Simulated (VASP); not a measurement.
**LiNbO3: single point with PBE**

Crystal: LiNbO3.

```
CELL_PARAMETERS angstrom
2.56890 1.48316 4.49957
-2.56890 1.48316 4.49957
0.00000 -2.96631 4.49957
ATOMIC_POSITIONS crystal
Li 0.75000 0.75000 0.75000
Li 0.25000 0.25000 0.25000
Nb 0.50000 0.50000 0.50000
Nb 0.00000 0.00000 0.00000
O 0.62152 0.87848 0.25000
O 0.25000 0.62152 0.87848
O 0.87848 0.25000 0.62152
O 0.75000 0.37848 0.12152
O 0.37848 0.12152 0.75000
O 0.12152 0.75000 0.37848
```

* Program: VASP 6.6.1
* Task: single point
* Functional: PBE
* Potentials or basis: VASP PAW PBE potentials, release 64 (Li_sv, Nb_sv, O)
* Cutoff: 520 eV
* k mesh: 7 × 7 × 7
* Occupations: fermi-dirac, width 0.02 eV
* Spin: no spin polarisation

```
Largest force          : 0.030 eV/Å
Band gap on the k mesh : 2.65 eV (least direct gap 2.71 eV)
```

Forces in eV/Å, atoms in the order of the input:
```
Li   0.000  0.000  0.000
Li   0.000  0.000  0.000
Nb   0.000  0.000  0.000
Nb   0.000  0.000  0.000
O    0.030  0.000  0.000
O   -0.015  0.026  0.000
O   -0.015 -0.026  0.000
O    0.015 -0.026  0.000
O   -0.030  0.000  0.000
O    0.015  0.026  0.000
```

Levels at points of the mesh, in eV from the valence-band top:
```tsv
k point	band 31	band 32	band 33	band 34	band 35	band 36	band 37	band 38
(0.00, 0.00, 0.00)	-0.38	-0.21	-0.21	0.00	2.71	2.71	2.83	4.75
```

It took 4.7 min on 1 thread of Intel(R) Xeon(R) Platinum 8375C CPU @ 2.90GHz (Ice Lake), on a shared host, peak memory 0.33 GiB.

 A k mesh can miss the band edges.
